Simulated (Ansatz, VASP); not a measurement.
## One calculation of Be2H3, two programs

```
Be H
1.0
     5.33539    0.00000    0.00000
     0.00000    5.33539    0.00000
     0.00000    0.00000    2.71701
Be H
4 6
Direct
  0.29657 0.00000 0.50000
  0.70343 0.00000 0.50000
  0.00000 0.29657 0.50000
  0.00000 0.70343 0.50000
  0.00000 0.50000 0.00000
  0.50000 0.00000 0.00000
  0.80382 0.50000 0.00000
  0.19618 0.50000 0.00000
  0.50000 0.80382 0.00000
  0.50000 0.19618 0.00000
```

Alike in both runs: functional PBE; k mesh 4 × 4 × 6; occupations gaussian, width 0.1 eV; no spin polarisation.

Ansatz relaxed the structure, and its values are those at the end. VASP's run is a single point on that final structure, the one shown.

```csv
,VASP,Ansatz
version,VASP 6.6.1,Ansatz 0.2.0
potentials or method,"VASP PAW PBE potentials, release 64 (Be, H), cutoff 520 eV","scalar-relativistic, plane waves, PAW"
valence electrons in the cell,14,14
```

Ansatz gave:

```
gap on the k mesh at the Fermi level (eV) : none
pressure (GPa)                            : 0.2
rms of the force components (eV/Å)        : 0.004
```

Question: What did VASP give for the same quantities?

Answer: gap on the k mesh at the Fermi level (eV): none; pressure (GPa): 0.1; rms of the force components (eV/Å): 0.008.

A gap of «none» marks a metal or a gap that the smearing closes. With one functional, cell and mesh, what is left measures potentials, basis and numerics.

The k mesh is coarse, so the values compare programs but aren't converged.
